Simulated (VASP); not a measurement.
Runs of VASP 6.6.1 on ZrC. The structure is that of space group Fm-3m (No. 225), or close to it. The cells are those of the table. 

```tsv
level	spin	cell	cutoff (eV)	gap on the mesh (eV)	pressure (GPa)
r2SCAN+D4	off	a = 3.348 Å, angles 60.0°, 2 atoms	660	none	-4.3
r2SCAN	off	a = 3.375 Å, angles 60.0°, 2 atoms	660	none	-8.2
r2SCAN+D4	off	a = 3.369 Å, angles 60.0°, 2 atoms	660	none	(a)
r2SCAN	off	a = 3.353 Å, angles 60.0°, 2 atoms	660	none	-4.3
PBE	collinear	a = 3.324 Å, angles 60.0°, 2 atoms	600	none	1.3
r2SCAN	off	a = 3.331 Å, angles 60.0°, 2 atoms	660	none	0.1
```

Alike in all rows: task single point; potentials or basis VASP PAW PBE potentials, release 64 (Zr_sv, C); k mesh 8 × 8 × 8; smearing gaussian 0.05 eV.

Estimate the missing entries.

(a) -8.3.

Caveats: the PAW data sets were made with another functional, which shifts forces and pressure a little (at least some runs); the cell stands under tension (at least some runs).

A k mesh can miss the band edges, and the runs leave out spin-orbit coupling on Zr.

A gap of «none» marks levels without a gap at the run's occupations.
